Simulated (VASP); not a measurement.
Set up this calculation in VASP 6.6.1, as the native input.

```
Task                   : single point
Functional             : LDA
Potentials or basis    : VASP PAW LDA potentials, release 64 (As, Ga_d, Al)
Cutoff                 : 400 eV
k mesh                 : 9 × 9 × 2
Occupations            : gaussian, width 0.05 eV
Spin                   : no spin polarisation
Dipole correction      : no
Further INCAR settings : ALGO = Normal; EDIFF = 1e-06; NBANDS = 66
```

The structure of Al2Ga5As7 (an interface model) lies in POSCAR:

```
Al2Ga5As7
1.0
    3.9621891203      0.0000000000      0.0000000000
   -1.9810945601      3.4313564328      0.0000000000
    0.0000000000      0.0000000000     22.8564438490
As Ga Al
7 5 2
Direct
    1.1407428783      1.2814857565      0.0693300383
    1.4241354193      1.8482708386      0.2105776785
    1.7166603091      2.4333206181      0.3526932003
    2.0081970578      3.0163941156      0.4944130975
    2.2976590040      3.5953180081      0.6358366758
    1.9166340485      3.8332680971      0.8214966358
    2.1677719863      4.3355439725      0.9617829460
    0.4697393896      0.9394787792      0.1054393555
    0.7532450781      1.5064901561      0.2474571662
    1.0458580931      2.0917161862      0.3892767164
    1.3377692669      2.6755385338      0.5308808101
    1.6284422063      3.2568844127      0.6735836555
    1.5861228600      3.1722457200      0.7816781910
    1.8403689780      3.6807379561      0.9243016931
```

One way to write it, as run:

INCAR

```
PREC = Accurate
ENCUT = 400
EDIFF = 1E-6
ISMEAR = 0
SIGMA = 0.05
LREAL = F
LASPH = T
NELM = 120
ALGO = Normal
ISIF = 2
LWAVE = F
LCHARG = F
GGA = CA
NBANDS = 66
GGA_COMPAT = F
```

KPOINTS

```
regular mesh
0
Gamma
  9 9 2
```

Potentials or basis: VASP PAW LDA potentials, release 64 (As, Ga_d, Al).

Run with:

```bash
$ cat potpaw_LDA.64/As/POTCAR potpaw_LDA.64/Ga_d/POTCAR potpaw_LDA.64/Al/POTCAR > POTCAR
$ mpirun -np 1 vasp_std > vasp.out
```

Results of the run:

| Property | Result |
| --- | --- |
| Pressure | 0.4 GPa |
| Largest force | 0.026 eV/Å |
| Band gap on the k mesh | zero (bands 53 and 54 overlap by 0.37 eV) |

Run time: 11 min on 1 thread of AMD EPYC 9R45 (Zen 5), with other jobs on the host, peak memory 0.59 GiB.
